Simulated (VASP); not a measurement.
# Sn (I4/mmm) in VASP: notebook, part 2 of 3

VASP 6.6.1.

## 3. Single point, PBEsol, non-collinear spin, zero start, spin-orbit coupling

This run uses another cell than the first one, of 27.35 Å³/atom.

Input file INCAR:

```
SYSTEM = Sn
PREC     = Accurate       ! precision mode
ENCUT    = 520            ! plane-wave cutoff, eV
EDIFF    = 1E-6           ! SCF threshold, eV
ISMEAR   = -1             ! smearing method
SIGMA    = 0.05           ! smearing width, eV
LREAL    = .FALSE.        ! projectors in reciprocal space
LASPH    = .TRUE.         ! aspherical terms in the spheres
NELM     = 150            ! most SCF steps
ALGO     = Normal         ! electronic algorithm
ISIF     = 2              ! what is computed and relaxed
LWAVE    = .FALSE.        ! write WAVECAR
LCHARG   = .TRUE.         ! write CHGCAR
LNONCOLLINEAR= .TRUE.         ! non-collinear magnetism
MAGMOM   = 0 0 0          ! initial moments
LORBIT   = 11             ! projections on sites
LSORBIT  = .TRUE.         ! spin-orbit coupling
GGA_COMPAT= .FALSE.      
LORBMOM  = .TRUE.       
GGA      = PS             ! functional
LVHAR    = .TRUE.       
NBANDS   = 25             ! bands
```

Input file KPOINTS:

```
regular mesh
0
G
  10 10 10
  0 0 0
```

Input file POSCAR:

```
Sn
1.0
   -2.0291894110      2.0291894110      1.6607599896
    2.0291894110     -2.0291894110      1.6607599896
    2.0291894110      2.0291894110     -1.6607599896
Sn
1
Direct
    0.0000000000      0.0000000000      0.0000000000
```

Potentials or basis: VASP PAW PBE potentials, release 64 (Sn_d).

Command:

```
$ cat potpaw_PBE.64/Sn_d/POTCAR > POTCAR
$ mpirun -np 1 vasp_ncl > vasp.out
```

OUTCAR:

```text
SYSTEM = Sn
   PREC = Accurate
   ENCUT = 520
   EDIFF = 1E-6
   ISMEAR = -1
   LREAL = .FALSE.
   LASPH = .TRUE.
   NELM = 150
   ISIF = 2
   LNONCOLLINEAR = .TRUE.
   LORBIT = 11
   LSORBIT = .TRUE.
   GGA = PS

 ion  position               nearest neighbor table
   1  0.000  0.000  0.000-

  LATTYP: Found a body centered tetragonal cell.
 ALAT       =     4.0583788220
 C/A-ratio  =     0.8184351745

  Lattice vectors:

 A1 = (  -2.0291894110,   2.0291894110,   1.6607599896)
 A2 = (   2.0291894110,  -2.0291894110,   1.6607599896)
 A3 = (   2.0291894110,   2.0291894110,  -1.6607599896)

Analysis of symmetry for initial positions (statically):
=====================================================================
 Subroutine PRICEL returns:
 Original cell was already a primitive cell.

 Routine SETGRP: Setting up the symmetry group for a
 body centered tetragonal supercell.

 Subroutine GETGRP returns: Found 16 space group operations
 (whereof 16 operations were pure point group operations)
 out of a pool of 16 trial point group operations.

The static configuration has the point symmetry D_4h.

Analysis of symmetry for dynamics (positions and initial velocities):
=====================================================================
 Subroutine PRICEL returns:
 Original cell was already a primitive cell.

 Routine SETGRP: Setting up the symmetry group for a
 body centered tetragonal supercell.

 Subroutine GETGRP returns: Found 16 space group operations
 (whereof 16 operations were pure point group operations)
 out of a pool of 16 trial point group operations.

The dynamic configuration has the point symmetry D_4h.

[... 844 lines left out ...]
  --------------------------------------------------------------------------------------
  -------------------------------------------------------------------------------------
  Total       -0.3929153     -0.3929153     -0.2206850      0.0000000      0.0000000      0.0000000
  in kB      -23.0142821    -23.0142821    -12.9262136      0.0000000      0.0000000      0.0000000
  external PRESSURE =     -19.6515926 kB  Pullay stress =       0.0000000 kB

 VOLUME and BASIS-vectors are now :
 -----------------------------------------------------------------------------
  energy-cutoff  :      520.00
  volume of cell :       27.35
      direct lattice vectors                 reciprocal lattice vectors
    -2.029189411  2.029189411  1.660759990     0.000000000  0.246403809  0.301066983
     2.029189411 -2.029189411  1.660759990     0.246403809  0.000000000  0.301066983
     2.029189411  2.029189411 -1.660759990     0.246403809  0.246403809  0.000000000

 POSITION                                       TOTAL-FORCE (eV/Angst)
 -----------------------------------------------------------------------------------
      0.00000      0.00000      0.00000         0.000000      0.000000      0.000000
 -----------------------------------------------------------------------------------
    total drift:                               -0.000000     -0.000000     -0.000000

  FREE ENERGIE OF THE ION-ELECTRON SYSTEM (eV)
  ---------------------------------------------------
  free  energy   TOTEN  =        -4.2819077038 eV

  energy  without entropy=       -4.2771806948  energy(sigma->0) =       -4.27954420

 orbital moment (x)

 # of ion     p       d       tot
 ----------------------------------------
  1         0.000  -0.000  -0.000
 ----------------------------------------
            0.000  -0.000  -0.000

 orbital moment (y)

 # of ion     p       d       tot
 ----------------------------------------
  1         0.000  -0.000  -0.000
 ----------------------------------------
            0.000  -0.000  -0.000

 orbital moment (z)

 # of ion     p       d       tot
 ----------------------------------------
  1         0.000   0.000   0.000
 ----------------------------------------
            0.000   0.000   0.000

 Spin-Orbit-Coupling matrix elements

 Ion:    1  E_soc:     -0.1094918
 l=   1
     0.0000000    -0.0119463    -0.0123709
    -0.0119463     0.0000000    -0.0119463
    -0.0123709    -0.0119463     0.0000000
 l=   2
     0.0000000    -0.0012382     0.0000000    -0.0012382    -0.0049211
    -0.0012382     0.0000000    -0.0036963    -0.0012224    -0.0012349
     0.0000000    -0.0036963     0.0000000    -0.0036963     0.0000000
    -0.0012382    -0.0012224    -0.0036963     0.0000000    -0.0012349
    -0.0049211    -0.0012349     0.0000000    -0.0012349     0.0000000
 l=   3
     0.0000000     0.0000000     0.0000000     0.0000000     0.0000000     0.0000000     0.0000000
     0.0000000     0.0000000     0.0000000     0.0000000     0.0000000     0.0000000     0.0000000
     0.0000000     0.0000000     0.0000000     0.0000000     0.0000000     0.0000000     0.0000000
     0.0000000     0.0000000     0.0000000     0.0000000     0.0000000     0.0000000     0.0000000
     0.0000000     0.0000000     0.0000000     0.0000000     0.0000000     0.0000000     0.0000000
     0.0000000     0.0000000     0.0000000     0.0000000     0.0000000     0.0000000     0.0000000
     0.0000000     0.0000000     0.0000000     0.0000000     0.0000000     0.0000000     0.0000000

 total charge

# of ion       s       p       d       tot
------------------------------------------
    1        1.285   0.890   9.975  12.150

 magnetization (x)

# of ion       s       p       d       tot
------------------------------------------
    1        0.000   0.000   0.000   0.000

 magnetization (y)

# of ion       s       p       d       tot
------------------------------------------
    1       -0.000   0.000   0.000  -0.000

 magnetization (z)

# of ion       s       p       d       tot
------------------------------------------
    1        0.000  -0.000   0.000  -0.000
```

It took 64 s on 1 thread of Intel Xeon 6975P-C (Granite Rapids), shared host; peak memory 0.29 GiB.

Results:

```
Free energy                                           : -4.2819 eV
Pressure                                              : -2.0 GPa
Net moment                                            : 0.00 μB per cell
Valence electrons inside the program's atomic spheres : Sn 12.15
```

Moments on the atoms (μB; x, y, z):
```
Sn  0.00 0.00 0.00
```

Caveat: the PAW data sets were made with another functional, which shifts forces and pressure a little.

[end of part 2 of 3]
